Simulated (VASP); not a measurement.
# Tl (P6_3/mmc) in VASP: relaxation of cell and atoms with PBEsol

Aim: the relaxation of cell and atoms of Tl with PBEsol.

All numbers are computed with VASP 6.6.1; they aren't measurements. Logs are shortened: lines on timing, memory, paths and dates and some standing lists are left out, and cuts for length are marked.

**1. The cell of the first run**

Symmetry: P6_3/mmc, No. 194, hexagonal system. Conventional cell: a = 3.456 Å, b = 3.456 Å, c = 5.525 Å, α = 90.00°, β = 90.00°, γ = 120.00°. Tl (site symmetry -6m2) has 12 Tl at 3.41 to 3.46 Å within 4.5 Å.

**2. Relaxation of cell and atoms, PBEsol**

Input file INCAR:

```
PREC = Accurate ; ENCUT = 600
EDIFF = 1E-7 ; ISMEAR = -1
SIGMA = 0.1 ; LREAL = False
LASPH = True ; NELM = 60
ALGO = Normal ; ISIF = 3
LWAVE = False ; LCHARG = False
GGA = PS ; IBRION = 2
NSW = 100 ; EDIFFG = -0.002
```

Input file KPOINTS:

```
regular mesh
0
Gamma
  12 12 6
```

Input file POSCAR:

```
Tl
1.0
    3.4560000000      0.0000000000      0.0000000000
   -1.7280000000      2.9929837955      0.0000000000
    0.0000000000      0.0000000000      5.5250000000
Tl
2
Direct
    0.3333333333      0.6666666667      0.2500000000
    0.6666666667      0.3333333333      0.7500000000
```

Potentials or basis: VASP PAW PBE potentials, release 64 (Tl_d).

Started as:

```
$ cat potpaw_PBE.64/Tl_d/POTCAR > POTCAR
$ mpirun -np 1 vasp_std > vasp.out
```

OUTCAR:

```text
PREC = Accurate
   ENCUT = 600
   EDIFF = 1E-7
   ISMEAR = -1
   LREAL = False
   LASPH = True
   NELM = 60
   ISIF = 3
   GGA = PS
   IBRION = 2
   NSW = 100
   EDIFFG = -0.002

 ion  position               nearest neighbor table
   1  0.333  0.667  0.250-   2 3.41   2 3.41   2 3.41   2 3.41   2 3.41   2 3.41
   2  0.667  0.333  0.750-   1 3.41   1 3.41   1 3.41   1 3.41   1 3.41   1 3.41

  LATTYP: Found a hexagonal cell.
 ALAT       =     3.4560000000
 C/A-ratio  =     1.5986689815

  Lattice vectors:

 A1 = (   3.4560000000,   0.0000000000,   0.0000000000)
 A2 = (  -1.7280000000,   2.9929837955,   0.0000000000)
 A3 = (   0.0000000000,   0.0000000000,   5.5250000000)

Analysis of symmetry for initial positions (statically):
=====================================================================
 Subroutine PRICEL returns:
 Original cell was already a primitive cell.

 Routine SETGRP: Setting up the symmetry group for a
 hexagonal supercell.

 Subroutine GETGRP returns: Found 24 space group operations
 (whereof 12 operations were pure point group operations)
 out of a pool of 24 trial point group operations.

The static configuration has the point symmetry D_3d.
 The point group associated with its full space group is D_6h.

Analysis of symmetry for dynamics (positions and initial velocities):
=====================================================================
 Subroutine PRICEL returns:
 Original cell was already a primitive cell.

 Routine SETGRP: Setting up the symmetry group for a
 hexagonal supercell.

 Subroutine GETGRP returns: Found 24 space group operations
 (whereof 12 operations were pure point group operations)
 out of a pool of 24 trial point group operations.

The dynamic configuration has the point symmetry D_3d.
 The point group associated with its full space group is D_6h.

 Subroutine INISYM returns: Found 24 space group operations
 (whereof 12 operations are pure point group operations),
 and found     1 'primitive' translations

----------------------------------------------------------------------------------------

                                     Primitive cell

  volume of cell :      57.1492

  direct lattice vectors                    reciprocal lattice vectors
     3.456000000  0.000000000  0.000000000     0.289351852  0.167057370  0.000000000
    -1.728000000  2.992983795  0.000000000     0.000000000  0.334114739  0.000000000
     0.000000000  0.000000000  5.525000000     0.000000000  0.000000000  0.180995475

  length of vectors
     3.456000000  3.456000000  5.525000000     0.334114739  0.334114739  0.180995475

  position of ions in fractional coordinates (direct lattice)
     0.333333333  0.666666667  0.250000000
     0.666666667  0.333333333  0.750000000

  ion indices of the primitive-cell ions
   primitive index   ion index
                 1           1
                 2           2

----------------------------------------------------------------------------------------

 KPOINTS: regular mesh

Automatic generation of k-mesh.
 Grid dimensions read from file:
 generate k-points for:   12   12    6

 Generating k-lattice:

  Cartesian coordinates                     Fractional coordinates (reciprocal lattice)
     0.024112654  0.013921447  0.000000000     0.083333333 -0.000000000  0.000000000
     0.000000000  0.027842895  0.000000000     0.000000000  0.083333333  0.000000000
     0.000000000  0.000000000  0.030165913     0.000000000  0.000000000  0.166666667

  Length of vectors
     0.027842895  0.027842895  0.030165913

  Shift w.r.t. Gamma in fractional coordinates (k-lattice)
     0.000000000  0.000000000  0.000000000

 Subroutine IBZKPT returns following result:
 ===========================================

 Found     76 irreducible k-points:

 Following reciprocal coordinates:
            Coordinates               Weight
  0.000000  0.000000  0.000000      1.000000
  0.083333  0.000000  0.000000      6.000000
  0.166667  0.000000  0.000000      6.000000
  0.250000  0.000000  0.000000      6.000000
  0.333333  0.000000  0.000000      6.000000
  0.416667  0.000000  0.000000      6.000000
[... 16 lines left out ...]
  0.250000  0.000000  0.166667     12.000000
  0.333333  0.000000  0.166667     12.000000
 [... further k-points ...]
   k-points           NKPTS =     76   k-points in BZ     NKDIM =     76   number of bands    NBANDS=     17
   number of dos      NEDOS =    301   number of ions     NIONS =      2
   total plane-waves  NPLWV =  37632
   dimension x,y,z NGX =    28 NGY =   28 NGZ =   48
   dimension x,y,z NGXF=    56 NGYF=   56 NGZF=   96
   ions per type =               2
   NGX,Y,Z   is equivalent  to a cutoff of  13.47, 13.47, 14.44 a.u.
   NGXF,Y,Z  is equivalent  to a cutoff of  26.94, 26.94, 28.89 a.u.
 SYSTEM =  unknown system
   PREC   = accura    normal or accurate (medium, high low for compatibility)
   ISTART =      0    job   : 0-new  1-cont  2-samecut
   ICHARG =      2    charge: 1-file 2-atom 10-const
   ISPIN  =      1    spin polarized calculation?
   LNONCOLLINEAR =      F non collinear calculations
   LSORBIT =      F    spin-orbit coupling
   LASPH  =      T    aspherical Exc in radial PAW
   ENCUT  =  600.0 eV  44.10 Ry    6.64 a.u.   6.90  6.90 11.03*2*pi/ulx,y,z
   NELM   =     60;   NELMIN=  2; NELMDL= -5     # of ELM steps
   EDIFF  = 0.1E-06   stopping-criterion for ELM
   LREAL  =      F    real-space projection
   EDIFFG = -.2E-02   stopping-criterion for IOM
   NSW    =    100    number of steps for IOM
   IBRION =      2    ionic relax: 0-MD 1-quasi-New 2-CG
   NFREE  =      1    steps in history (QN), initial steepest desc. (CG)
   ISIF   =      3    stress and relaxation
   ISYM   =      2    0-nonsym 1-usesym 2-fastsym
   POTIM  = 0.5000    time-step for ionic-motion
   TEBEG  =    0.0;   TEEND  =   0.0 temperature during run
   PSTRESS=    0.0 pullay stress
   NELECT =      26.0000    total number of electrons
   NUPDOWN=      -1.0000    fix difference up-down
   EMIN   =  10.00;   EMAX   =-10.00  energy-range for DOS
   EFERMI =   0.00;   METHOD = LEGACY
   ISMEAR =    -1;   SIGMA  =   0.10  broadening in eV -4-tet -1-fermi 0-gaus
   EFERMI_NEDOS =   21; number of points for ismear=-14 and -15
   IALGO  =     38    algorithm
   IMIX   =      4    mixing-type and parameters
     AMIX     =   0.40;   BMIX     =  1.00
     AMIX_MAG =   1.60;   BMIX_MAG =  1.00
  volume/ion in A,a.u.               =      28.57       192.83
  Fermi-wavevector in a.u.,A,eV,Ry     =   1.259107  2.379366 21.569987  1.585349
  Thomas-Fermi vector in A             =   2.392683
   LORBIT       =      0    0 simple, 1 ext, 2 COOP (PROOUT), +10 PAW based schemes
   GGA     = PS    functional components
   LHFCALC =     F    Hartree Fock is set to
   AEXX    =    0.0000 exact exchange contribution
   IVDW    =     0    specifies the selected vdW correction
   LEPSILON=     F    determine dielectric tensor
   LRPA    =     F    only Hartree local field effects (RPA)
 conjugate gradient relaxation of ions
 non-spin polarized calculation
  energy-cutoff  :      600.00
  volume of cell :       57.15
 maximum number of plane-waves:      1923
 NGX is ok and might be reduce to    28
   NGX = 13   NGY = 13   NGZ = 23

--------------------------------------- Ionic step        1  -------------------------------------------

 number of electron      25.9999999 magnetization

 Free energy of the ion-electron system (eV)
  ---------------------------------------------------
  ext. energy  EPLUGINS =         0.00000000
  ---------------------------------------------------
  free energy    TOTEN  =        -5.28061376 eV

  energy without entropy =       -5.25181206  energy(sigma->0) =       -5.26621291

------------------------ aborting loop because EDIFF is reached ----------------------------------------

  FORCE on cell =-STRESS in cart. coord.  units (eV):
  Direction    XX          YY          ZZ          XY          YZ          ZX
  --------------------------------------------------------------------------------------
  -------------------------------------------------------------------------------------
  Total        0.0922713      0.0922713     -0.0840719      0.0000000      0.0000000      0.0000000
  in kB        2.5868233      2.5868233     -2.3569540      0.0000000      0.0000000      0.0000000
  external PRESSURE =       0.9388975 kB  Pullay stress =       0.0000000 kB
[... 201 lines left out ...]
  energy  without entropy=       -5.2538625818  energy(sigma->0) =       -5.26763505

--------------------------------------- Ionic step        7  -------------------------------------------

 number of electron      26.0000000 magnetization

 Free energy of the ion-electron system (eV)
  ---------------------------------------------------
  ext. energy  EPLUGINS =         0.00000000
  ---------------------------------------------------
  free energy    TOTEN  =        -5.28140756 eV

  energy without entropy =       -5.25387125  energy(sigma->0) =       -5.26763941

 E-fermi :   6.3242     XC(G=0): -10.3511

 val. band max:        6.3186656505   @ k =   0.2500   0.2500   0.1667
 cond. band min:       6.3788328636   @ k =   0.2500   0.1667   0.0000
 fundamental gap:      0.0601672131
 Fermi energy:         6.3242482250

 k-point     1 :       0.0000    0.0000    0.0000
  band No.  band energies     occupation
      1      -5.3830      2.00000
      2      -5.1364      2.00000
      3      -5.1327      2.00000
      4      -5.1327      2.00000
      5      -5.0767      2.00000
      6      -5.0767      2.00000
[... 9 lines left out ...]
     16      16.2623      0.00000
     17      16.2623      0.00000
[... 443 lines left out ...]
      1      -5.4232      2.00000
      2      -5.3152      2.00000
      3      -5.1968      2.00000
      4      -5.1344      2.00000
      5      -5.0197      2.00000
      6      -4.9489      2.00000
[... 9 lines left out ...]
     16      10.9638      0.00000
     17      13.2109      0.00000

 [... further k-points ...]
[... 5 lines left out ...]
  --------------------------------------------------------------------------------------
  -------------------------------------------------------------------------------------
  Total        0.0008805      0.0008805      0.0009759     -0.0000000      0.0000000      0.0000000
  in kB        0.0245965      0.0245965      0.0272604     -0.0000000      0.0000000      0.0000000
  external PRESSURE =       0.0254845 kB  Pullay stress =       0.0000000 kB
[... 17 lines left out ...]
  FREE ENERGIE OF THE ION-ELECTRON SYSTEM (eV)
  ---------------------------------------------------
  free  energy   TOTEN  =        -5.2814075614 eV

  energy  without entropy=       -5.2538712491  energy(sigma->0) =       -5.26763941

 reached required accuracy - stopping structural energy minimisation
```

Run time: 5.7 min. Hardware: 1 thread of AMD EPYC 7R43 (Zen 3), shared host; peak memory 0.19 GiB.

What came out:

```
Free energy                            : -5.2814 eV
Relaxed volume                         : 28.68 Å³/atom
Relaxed cell                           : a = 3.475 Å, b = 3.475 Å, c = 5.486 Å, α = 90.00°, β = 90.00°, γ = 120.00°
Space group after relaxing (to 0.05 Å) : P6_3/mmc (No. 194)
Energy gained by relaxing              : 0.4 meV/atom
Ionic steps                            : 7
Pressure after relaxing                : 0.0 GPa
Band gap on the k mesh                 : zero (band 13 reaches 9.97 eV, above the bottom of band 14 at 4.06 eV)
```

Step by step:
```csv
step,energy change (eV),largest force (eV/Å),pressure (GPa),volume (Å³)
1,0.0000,0.0000,0.09,57.15
2,-0.0005,0.0000,0.02,57.29
3,-0.0007,0.0000,-0.08,57.47
4,-0.0007,0.0000,-0.10,57.50
5,-0.0008,0.0000,0.03,57.34
6,-0.0008,0.0000,-0.01,57.36
7,-0.0008,0.0000,0.00,57.36
```

Final structure:
```cif
data_structure
_symmetry_space_group_name_H-M 'P 1'
_symmetry_Int_Tables_number 1
_cell_length_a 3.4745
_cell_length_b 3.4745
_cell_length_c 5.4860
_cell_angle_alpha 90.000
_cell_angle_beta 90.000
_cell_angle_gamma 120.000
_cell_volume 57.36
loop_
_atom_site_label
_atom_site_type_symbol
_atom_site_fract_x
_atom_site_fract_y
_atom_site_fract_z
_atom_site_occupancy
Tl1 Tl 0.33333 0.66667 0.25000 1
Tl2 Tl 0.66667 0.33333 0.75000 1
```

Caveat: the PAW data sets were made with another functional, which shifts forces and pressure a little; spin-orbit coupling is left out, which moves the levels of the heavy elements. Zero-point motion and thermal expansion aren't in these numbers.
